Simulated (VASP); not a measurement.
A run of VASP 6.6.1 is set up as follows.

Contents of INCAR:

```
  ALGO = Normal
  EDIFF = 1E-7
  ENCUT = 520
  GGA = CA
  ISIF = 2
  ISMEAR = 0
  LASPH = True
  LCHARG = False
  LREAL = False
  LWAVE = False
  NBANDS = 16
  NELM = 60
  PREC = Accurate
  SIGMA = 0.01
```

File KPOINTS:

```
k-points
0
Gamma
  4 4 4
```

File POSCAR:

```
GaP
1.0
    0.0000000000      2.7253992985      2.7253992985
    2.7253992985      0.0000000000      2.7253992985
    2.7253992985      2.7253992985      0.0000000000
Ga P
1 1
Direct
    0.0000000000      0.0000000000      0.0000000000
    0.2500000000      0.2500000000      0.2500000000
```

Potentials or basis: VASP PAW LDA potentials, release 64 (Ga_d, P).

Command:

```sh
$ cat potpaw_LDA.64/Ga_d/POTCAR potpaw_LDA.64/P/POTCAR > POTCAR
$ mpirun -np 1 vasp_std > vasp.out
```

(1) Predict the pressure.

(2) Predict the band gap on the k mesh.

## Answers

(1) -2.3 GPa.

(2) 1.46 eV (least direct gap 1.62 eV).

Caveat: the k points lie up to 0.50 Å⁻¹ apart.
